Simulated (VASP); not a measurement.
Runs of VASP 6.6.1 on Mo. The structure is that of space group Im-3m (No. 229), or close to it. The cells are those of the table. 

| task | cell | k mesh | cutoff (eV) | smearing | gap on the mesh (eV) | pressure (GPa) | relaxed volume (Å³/atom) |
| --- | --- | --- | --- | --- | --- | --- | --- |
| single point | a = 2.694 Å, angles 109.5°, 1 atom | 16 × 16 × 16 | 520 | gaussian 0.1 eV | none | 1.2 | - |
| single point | a = 2.695 Å, angles 109.5°, 1 atom | 8 × 8 × 8 | 520 | gaussian 0.1 eV | none | 1.3 | - |
| relaxation of cell and atoms | relaxed from a = 2.694 Å, angles 109.5°, 1 atom | 16 × 16 × 16 | 600 | fermi-dirac 0.15 eV | none | 0.0 | 15.12 |
| relaxation of cell and atoms | relaxed from a = 2.695 Å, angles 109.5°, 1 atom | 16 × 16 × 16 | 600 | gaussian 0.1 eV | none | 0.0 | (a) |
| single point | a = 2.695 Å, angles 109.5°, 1 atom | 16 × 16 × 16 | 520 | fermi-dirac 0.15 eV | none | 1.2 | - |

Alike in all rows: level LDA; potentials or basis VASP PAW LDA potentials, release 64 (Mo_sv); no spin polarisation.

Q: Fill in the values left out.

A: (a) 15.11.

A k mesh can miss the band edges, and the runs leave out spin-orbit coupling on Mo.

A gap of «none» marks levels without a gap at the run's occupations.
